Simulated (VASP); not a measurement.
Write the native input for VASP 6.6.1 that does the following.

* Task: single point
* Functional: PBE
* Potentials or basis: VASP PAW PBE potentials, release 64 (Mg, F)
* Cutoff: 520 eV
* k mesh: 6 × 6 × 6
* Occupations: gaussian, width 0.1 eV
* Spin: no spin polarisation
* Dipole correction: no
* Further INCAR settings: ALGO = Normal; EDIFF = 1e-07; NBANDS = 20

The structure of Mg2F3 lies in POSCAR:

```
Mg2F3
1.0
    1.6345030621      0.9436807829      7.5767508038
   -1.6345030621      0.9436807829      7.5767508038
    0.0000000000     -1.8873615658      7.5767508038
Mg F
2 3
Direct
    0.4000000000      0.4000000000      0.4000000000
    0.6000000000      0.6000000000      0.6000000000
    0.0000000000      0.0000000000      0.0000000000
    0.2095000000      0.2095000000      0.2095000000
    0.7905000000      0.7905000000      0.7905000000
```

One way to write it, as run:

INCAR

```
PREC     = Accurate       # precision mode
ENCUT    = 520            # plane-wave cutoff, eV
EDIFF    = 1E-7           # SCF threshold, eV
ISMEAR   = 0              # smearing method
SIGMA    = 0.1            # smearing width, eV
LREAL    = False          # projectors in reciprocal space
LASPH    = True           # aspherical terms in the spheres
NELM     = 80             # most SCF steps
ALGO     = Normal         # electronic algorithm
ISIF     = 2              # what is computed and relaxed
LWAVE    = False          # write WAVECAR
LCHARG   = False          # write CHGCAR
GGA      = PE             # functional
NBANDS   = 20             # bands
```

KPOINTS

```
regular mesh
0
Gamma
  6 6 6
```

Potentials or basis: VASP PAW PBE potentials, release 64 (Mg, F).

Launch:

```console
$ cat potpaw_PBE.64/Mg/POTCAR potpaw_PBE.64/F/POTCAR > POTCAR
$ mpirun -np 1 vasp_std > vasp.out
```

Results of the run:

```json
{"Pressure": "-7.8 GPa", "Largest force": "2.761 eV/Å", "Band gap on the k mesh": "zero (an odd number of electrons rules out a gap without spin polarisation)"}
```

Caveat: the k points lie up to 0.37 Å⁻¹ apart, too coarse for converged energies and pressures of a metal; an odd number of electrons without spin polarisation forces a metal; a magnetic or distorted state may lie lower.

It took 2.8 min on 1 thread of Intel(R) Xeon(R) Platinum 8259CL CPU @ 2.50GHz (Skylake/Cascade Lake), on a shared host, peak memory 0.45 GiB.
